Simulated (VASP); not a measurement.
## CsSnI3: single point with PBE

Crystal: CsSnI3.

```
CELL_PARAMETERS angstrom
6.29809 0.00000 0.00000
0.00000 6.29809 0.00000
0.00000 0.00000 6.29809
ATOMIC_POSITIONS crystal
Cs 0.00000 0.00000 0.00000
Sn 0.50000 0.50000 0.50000
I 0.50000 0.50000 0.00000
I 0.50000 0.00000 0.50000
I 0.00000 0.50000 0.50000
```

```json
{"Program": "VASP 6.6.1", "Task": "single point", "Functional": "PBE", "Potentials or basis": "VASP PAW PBE potentials, release 64 (Cs_sv, Sn_d, I)", "Cutoff": "520 eV", "k mesh": "4 × 4 × 4", "Occupations": "fermi-dirac, width 0.02 eV", "Spin": "no spin polarisation", "Dipole correction": "no", "Further INCAR settings": "ALGO = Normal; EDIFF = 1e-06; NBANDS = 30"}
```

The pressure is 0.0 GPa and the band gap on the k mesh is 0.49 eV.

Levels at points of the mesh, in eV from the valence-band top:
| k point | band 20 | band 21 | band 22 | band 23 | band 24 | band 25 |
| --- | --- | --- | --- | --- | --- | --- |
| (0.00, 0.00, 0.00) | -1.92 | -1.92 | -1.92 | 2.38 | 3.38 | 3.38 |
| (0.50, 0.00, 0.00) | -2.03 | -2.03 | -1.43 | 1.22 | 3.85 | 4.10 |
| (0.50, 0.50, 0.00) | -2.28 | -1.53 | -0.71 | 0.91 | 0.91 | 3.98 |
| (0.50, 0.50, 0.50) | -1.51 | -1.51 | 0.00 | 0.49 | 0.49 | 0.49 |

Wall time 82 s on 1 thread of AMD EPYC 7R13, with other jobs on the host, peak memory 0.33 GiB.

Caveat: spin-orbit coupling is left out, which moves the levels of the heavy elements. A k mesh can miss the band edges.
